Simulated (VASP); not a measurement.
P: single point with r2SCAN

The system is P, a slab with vacuum.

```
CELL_PARAMETERS angstrom
3.15400 0.00000 0.00000
-1.57700 2.73144 0.00000
0.00000 0.00000 28.00000
ATOMIC_POSITIONS crystal
P 0.33333 0.66667 0.50936
P 0.66667 0.33333 0.49064
```

- Program: VASP 6.6.1
- Task: single point
- Functional: r2SCAN
- Potentials or basis: VASP PAW PBE potentials, release 64 (P)
- Cutoff: 520 eV
- k mesh: 9 × 9 × 1
- Occupations: gaussian, width 0.02 eV
- Spin: no spin polarisation

```json
{
 "Largest force": "5.607 eV/Å",
 "Band gap on the k mesh": "zero (bands 5 and 6 overlap by 1.74 eV)"
}
```

Forces in eV/Å, atoms in the order of the input:
```
P    0.000  0.000  5.607
P    0.000  0.000 -5.607
```

Levels at points of the mesh, in eV from the Fermi level:
```tsv
k point	band 1	band 2	band 3	band 4	band 5	band 6	band 7	band 8	band 9	band 10
(0.00, 0.00, 0.00)	-19.66	-8.23	-5.32	-5.32	0.16	0.82	0.82	2.37	3.73	3.82
```

It took 2.3 min on 1 thread of AMD EPYC 9R45 96-Core Processor (Zen 5), on a shared host, peak memory 0.34 GiB.

Caveat: the PAW data sets were made with another functional, which shifts forces and pressure a little.
